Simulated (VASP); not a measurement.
The system is Zn.

```
Zn
1.0
     0.00000    1.96478    1.96478
     1.96478    0.00000    1.96478
     1.96478    1.96478    0.00000
Zn
1
Direct
  0.00000 0.00000 0.00000
```

| Quantity | Value |
| --- | --- |
| Program | VASP 6.6.1 |
| Task | relaxation of cell and atoms |
| Functional | PBEsol |
| Potentials or basis | VASP PAW PBE potentials, release 64 (Zn) |
| Cutoff | 600 eV |
| k mesh | 12 × 12 × 12 |
| Occupations | fermi-dirac, width 0.05 eV |
| Spin | no spin polarisation |

At the start: pressure -4.9 GPa; volume 15.17 Å³/atom.

How do energy, volume and symmetry change on relaxing?

Over 4 steps the energy falls by 16.5 meV/atom and the volume is 14.17 Å³/atom (-6.6 %); space group Fm-3m (No. 225, to 0.05 Å).

Step by step:
```
step  energy change (eV)  largest force (eV/Å)  pressure (GPa)  volume (Å³)
   1              0.0000                0.0000           -4.92        15.17
   2             -0.0165                0.0000           -0.16        14.17
   3             -0.0165                0.0000            0.16        14.14
   4             -0.0165                0.0000           -0.02        14.17
```

Final structure:
```cif
data_structure
_symmetry_space_group_name_H-M 'P 1'
_symmetry_Int_Tables_number 1
_cell_length_a 2.7162
_cell_length_b 2.7162
_cell_length_c 2.7162
_cell_angle_alpha 60.000
_cell_angle_beta 60.000
_cell_angle_gamma 60.000
_cell_volume 14.17
loop_
_atom_site_label
_atom_site_type_symbol
_atom_site_fract_x
_atom_site_fract_y
_atom_site_fract_z
_atom_site_occupancy
Zn1 Zn 0.00000 0.00000 0.00000 1
```

Caveat: the PAW data sets were made with another functional, which shifts forces and pressure a little.
